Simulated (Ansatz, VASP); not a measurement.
C: VASP beside Ansatz

```
C
1.0
    -2.12942   -1.22943    0.00886
     1.39503    0.00000   -3.63240
     5.56835   -8.81093    1.18569
C
10
Direct
  0.82220 0.12218 0.06667
  0.38887 0.18885 0.26667
  0.95554 0.25552 0.46667
  0.52220 0.32218 0.66667
  0.08887 0.38885 0.86667
  0.61113 0.41115 0.93333
  0.34446 0.14448 0.13333
  0.91113 0.21115 0.33333
  0.47780 0.27782 0.53333
  0.04446 0.34448 0.73333
```

Alike in both runs: task single point; functional PBEsol; k mesh 11 × 7 × 3; occupations gaussian, width 0.05 eV; no spin polarisation.

```csv
,VASP,Ansatz
version,VASP 6.6.1,Ansatz 0.2.0
potentials or method,"VASP PAW PBE potentials, release 64 (C), cutoff 520 eV","scalar-relativistic, plane waves, PAW"
valence electrons in the cell,40,40
```

|  | VASP | Ansatz | Ansatz less VASP |
| --- | --- | --- | --- |
| gap on the k mesh at the Fermi level (eV) | 0.02 | 0.02 | 0.000 |
| least direct gap on the mesh (eV) | 0.21 | 0.22 | 0.000 |
| pressure (GPa) | 0.4 | -0.2 | -0.60 |
| traceless stress, the component that is largest in VASP (GPa) | 10.49 | 10.11 | -0.383 |
| rms of the force components (eV/Å) | 1.353 | 1.354 | +0.0017 |

VASP's potentials were made for PBE, not for PBEsol. Atom by atom the forces differ by 0.013 eV/Å (rms over components). With one functional, cell and mesh, what is left measures potentials, basis and numerics.
